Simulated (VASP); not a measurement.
# CdTe (Cmcm) in VASP: density of states with LDA

Aim: the density of states of CdTe with LDA.

Everything below comes from runs of VASP 6.6.1. Logs are shortened: lines on timing, memory, paths and dates and some standing lists are left out, and cuts for length are marked.

## 1. The cell of the first run

The structure is orthorhombic, space group Cmcm (No. 63). The conventional cell has a = 6.131 Å, b = 6.189 Å, c = 6.091 Å, α = 90.00°, β = 90.00°, γ = 90.00°. Cd (site symmetry m2m) has 6 Te at 3.03 to 3.16 Å within 4.0 Å. Te (site symmetry m2m) has 6 Cd at 3.03 to 3.16 Å within 4.0 Å.

## 2. Density of states, LDA

The input, POSCAR:

```
CdTe
1.0
    3.0652910000     -3.0946090000      0.0000000000
    3.0652910000      3.0946090000      0.0000000000
    0.0000000000      0.0000000000      6.0906520000
Cd Te
2 2
Direct
    0.2770300000      0.7229700000      0.7500000000
    0.7229700000      0.2770300000      0.2500000000
    0.7661370000      0.2338630000      0.7500000000
    0.2338630000      0.7661370000      0.2500000000
```

The input, INCAR.step1:

```
SYSTEM = CdTe
  PREC = Accurate
  ENCUT = 520
  EDIFF = 1E-6
  ISMEAR = -1
  SIGMA = 0.05
  LREAL = .FALSE.
  LASPH = .TRUE.
  NELM = 60
  ALGO = Normal
  ISIF = 2
  LWAVE = .FALSE.
  LCHARG = .TRUE.
  GGA = CA
  NBANDS = 26
```

The input, KPOINTS.step1:

```
regular mesh
0
G
  4 4 4
  0 0 0
```

The input, INCAR.step2:

```
SYSTEM = CdTe
  PREC = Accurate
  ENCUT = 520
  EDIFF = 1E-6
  ISMEAR = -5
  SIGMA = 0.05
  LREAL = .FALSE.
  LASPH = .TRUE.
  NELM = 60
  ALGO = Normal
  ISIF = 2
  LWAVE = .FALSE.
  LCHARG = .FALSE.
  GGA = CA
  LORBIT = 11
  NEDOS = 1001
  ICHARG = 11
```

The input, KPOINTS.step2:

```
regular mesh
0
G
  6 6 6
  0 0 0
```

Potentials or basis: VASP PAW LDA potentials, release 64 (Cd, Te).

Run with:

```sh
$ cat potpaw_LDA.64/Cd/POTCAR potpaw_LDA.64/Te/POTCAR > POTCAR
$ cp INCAR.step1 INCAR
$ cp KPOINTS.step1 KPOINTS
$ mpirun -np 1 vasp_std > vasp.out
$ cp INCAR.step2 INCAR
$ cp KPOINTS.step2 KPOINTS
$ mpirun -np 1 vasp_std > vasp.out
```

OUTCAR:

```text
SYSTEM = CdTe
   PREC = Accurate
   ENCUT = 520
   EDIFF = 1E-6
   ISMEAR = -5
   LREAL = .FALSE.
   LASPH = .TRUE.
   NELM = 60
   ISIF = 2
   GGA = CA
   LORBIT = 11
   ICHARG = 11

 ion  position               nearest neighbor table
   1  0.277  0.723  0.750-   3 3.03   4 3.06   4 3.06   3 3.07   3 3.07   3 3.16
   2  0.723  0.277  0.250-   4 3.03   3 3.06   3 3.06   4 3.07   4 3.07   4 3.16
   3  0.766  0.234  0.750-   1 3.03   2 3.06   2 3.06   1 3.07   1 3.07   1 3.16
   4  0.234  0.766  0.250-   2 3.03   1 3.06   1 3.06   2 3.07   2 3.07   2 3.16

  LATTYP: Found a base centered orthorhombic cell.
 ALAT       =     6.1305820000
 B/A-ratio  =     1.0095645079
 C/A-ratio  =     0.9934867522

  Lattice vectors:

 A1 = (   3.0652910000,  -3.0946090000,   0.0000000000)
 A2 = (   3.0652910000,   3.0946090000,   0.0000000000)
 A3 = (   0.0000000000,   0.0000000000,   6.0906520000)

Analysis of symmetry for initial positions (statically):
=====================================================================
 Subroutine PRICEL returns:
 Original cell was already a primitive cell.

 Routine SETGRP: Setting up the symmetry group for a
 base centered orthorhombic supercell.

 Subroutine GETGRP returns: Found  8 space group operations
 (whereof  4 operations were pure point group operations)
 out of a pool of  8 trial point group operations.

The static configuration has the point symmetry C_2h.
 The point group associated with its full space group is D_2h.

Analysis of symmetry for dynamics (positions and initial velocities):
=====================================================================
 Subroutine PRICEL returns:
 Original cell was already a primitive cell.

 Routine SETGRP: Setting up the symmetry group for a
 base centered orthorhombic supercell.

 Subroutine GETGRP returns: Found  8 space group operations
 (whereof  4 operations were pure point group operations)
 out of a pool of  8 trial point group operations.

The dynamic configuration has the point symmetry C_2h.
 The point group associated with its full space group is D_2h.

 Subroutine INISYM returns: Found  8 space group operations
 (whereof  4 operations are pure point group operations),
 and found     1 'primitive' translations

----------------------------------------------------------------------------------------

                                     Primitive cell

  volume of cell :     115.5504

  direct lattice vectors                    reciprocal lattice vectors
[... 98 lines left out ...]
   NFREE  =      0    steps in history (QN), initial steepest desc. (CG)
   ISIF   =      2    stress and relaxation
   ISYM   =      2    0-nonsym 1-usesym 2-fastsym
   POTIM  = 0.5000    time-step for ionic-motion
   TEBEG  =    0.0;   TEEND  =   0.0 temperature during run
   PSTRESS=    0.0 pullay stress
   NELECT =      36.0000    total number of electrons
   NUPDOWN=      -1.0000    fix difference up-down
   EMIN   =  10.00;   EMAX   =-10.00  energy-range for DOS
   EFERMI =   0.00;   METHOD = LEGACY
   ISMEAR =    -5;   SIGMA  =   0.05  broadening in eV -4-tet -1-fermi 0-gaus
   EFERMI_NEDOS =   21; number of points for ismear=-14 and -15
   IALGO  =     38    algorithm
   IMIX   =      4    mixing-type and parameters
     AMIX     =   0.40;   BMIX     =  1.00
     AMIX_MAG =   1.60;   BMIX_MAG =  1.00
  volume/ion in A,a.u.               =      28.89       194.94
  Fermi-wavevector in a.u.,A,eV,Ry     =   1.109818  2.097253 16.758252  1.231697
  Thomas-Fermi vector in A             =   2.246363
   LORBIT       =     11    0 simple, 1 ext, 2 COOP (PROOUT), +10 PAW based schemes
   GGA     = CA    functional components
   LHFCALC =     F    Hartree Fock is set to
   AEXX    =    0.0000 exact exchange contribution
   IVDW    =     0    specifies the selected vdW correction
   LEPSILON=     F    determine dielectric tensor
   LRPA    =     F    only Hartree local field effects (RPA)
 non-spin polarized calculation
 Fermi weights with tetrahedron method with Bloechl corrections
  energy-cutoff  :      520.00
  volume of cell :      115.55
 maximum number of plane-waves:      3152

 number of electron      36.0000000 magnetization

 Free energy of the ion-electron system (eV)
  ---------------------------------------------------
  ext. energy  EPLUGINS =         0.00000000
  ---------------------------------------------------
  free energy    TOTEN  =       -11.46752695 eV

  energy without entropy =      -11.46752695  energy(sigma->0) =      -11.46752695

 E-fermi :   3.5111     XC(G=0):  -9.9253

 val. band max:        3.6934554507   @ k =  -0.1667   0.1667   0.3333
 cond. band min:       3.3065894436   @ k =   0.5000   0.5000   0.1667
 fundamental gap:     -0.3868660071
 Fermi energy:         3.5110671317

 k-point     1 :       0.0000    0.0000    0.0000
  band No.  band energies     occupation
      1      -7.9152      2.00000
      2      -7.0937      2.00000
      3      -4.6777      2.00000
      4      -4.6687      2.00000
      5      -4.6522      2.00000
      6      -4.6246      2.00000
[... 589 lines left out ...]
     21       8.3408      0.00000
     22       8.6760      0.00000

 [... further k-points ...]
[... 5 lines left out ...]
  --------------------------------------------------------------------------------------
  -------------------------------------------------------------------------------------
  Total       -3.5115519     -3.3281195     -3.5341629      0.0000000      0.0000000      0.0000000
  in kB      -48.6898463    -46.1464417    -49.0033607      0.0000000      0.0000000      0.0000000
  external PRESSURE =     -47.9465495 kB  Pullay stress =       0.0000000 kB

 VOLUME and BASIS-vectors are now :
 -----------------------------------------------------------------------------
  energy-cutoff  :      520.00
  volume of cell :      115.55
      direct lattice vectors                 reciprocal lattice vectors
     3.065291000 -3.094609000  0.000000000     0.163116650 -0.161571300  0.000000000
     3.065291000  3.094609000  0.000000000     0.163116650  0.161571300  0.000000000
     0.000000000  0.000000000  6.090652000     0.000000000  0.000000000  0.164186035

 POSITION                                       TOTAL-FORCE (eV/Angst)
 -----------------------------------------------------------------------------------
      3.06529      1.38001      4.56799         0.000000      0.024931      0.000000
      3.06529     -1.38001      1.52266         0.000000     -0.024931     -0.000000
      3.06529     -1.64718      4.56799         0.000000      0.049932      0.000000
      3.06529      1.64718      1.52266         0.000000     -0.049932      0.000000
 -----------------------------------------------------------------------------------
    total drift:                                0.000000      0.000000      0.000000

  FREE ENERGIE OF THE ION-ELECTRON SYSTEM (eV)
  ---------------------------------------------------
  free  energy   TOTEN  =       -11.4675269482 eV

  energy  without entropy=      -11.4675269482  energy(sigma->0) =      -11.46752695

 total charge

# of ion       s       p       d       tot
------------------------------------------
    1        0.458   0.232   9.532  10.222
    2        0.458   0.232   9.532  10.222
    3        1.383   1.974   0.021   3.378
    4        1.383   1.974   0.021   3.378
--------------------------------------------------
tot          3.681   4.412  19.106  27.199
```

OUTCAR.step1:

```text
SYSTEM = CdTe
   PREC = Accurate
   ENCUT = 520
   EDIFF = 1E-6
   ISMEAR = -1
   LREAL = .FALSE.
   LASPH = .TRUE.
[... 834 lines left out ...]
      3.06529     -1.38001      1.52266         0.000000     -0.026126     -0.000000
      3.06529     -1.64718      4.56799         0.000000      0.082289      0.000000
      3.06529      1.64718      1.52266         0.000000     -0.082289     -0.000000
 -----------------------------------------------------------------------------------
    total drift:                                0.000000     -0.000000      0.000000

  FREE ENERGIE OF THE ION-ELECTRON SYSTEM (eV)
  ---------------------------------------------------
  free  energy   TOTEN  =       -11.4228190281 eV

  energy  without entropy=      -11.4035600434  energy(sigma->0) =      -11.41318954
```

It took 60 s on 1 thread of AMD EPYC 9R14 (Zen 4), shared host; peak memory 0.21 GiB.

What came out:

| Item | Value |
| --- | --- |
| Valence electrons inside the program's atomic spheres | Cd 10.22; Te 3.38 |

Levels at points of the mesh, in eV from the Fermi level:
| k point | band 15 | band 16 | band 17 | band 18 | band 19 | band 20 | band 21 | band 22 |
| --- | --- | --- | --- | --- | --- | --- | --- | --- |
| (0.00, 0.00, 0.00) | -1.91 | -1.35 | -0.36 | -0.32 | -0.26 | 0.17 | 4.34 | 7.03 |
| (0.50, 0.00, 0.00) | -2.23 | -2.20 | -0.14 | -0.07 | 2.56 | 2.62 | 4.49 | 4.57 |
| (0.50, 0.50, 0.00) | -1.92 | -1.90 | -1.86 | -1.85 | -1.31 | -1.25 | 4.22 | 4.41 |
| (0.00, 0.00, 0.50) | -1.21 | -1.21 | -1.15 | -1.15 | 1.61 | 1.61 | 5.15 | 5.15 |
| (0.50, 0.00, 0.50) | 0.04 | 0.04 | 0.10 | 0.10 | 2.73 | 2.73 | 3.99 | 3.99 |
| (0.50, 0.50, 0.50) | -3.03 | -3.03 | -3.01 | -3.01 | 2.39 | 2.39 | 4.76 | 4.76 |

Caveat: the k points lie up to 0.36 Å⁻¹ apart; spin-orbit coupling is left out, which moves the levels of the heavy elements; tetrahedron occupations give inexact forces and stress in metals.
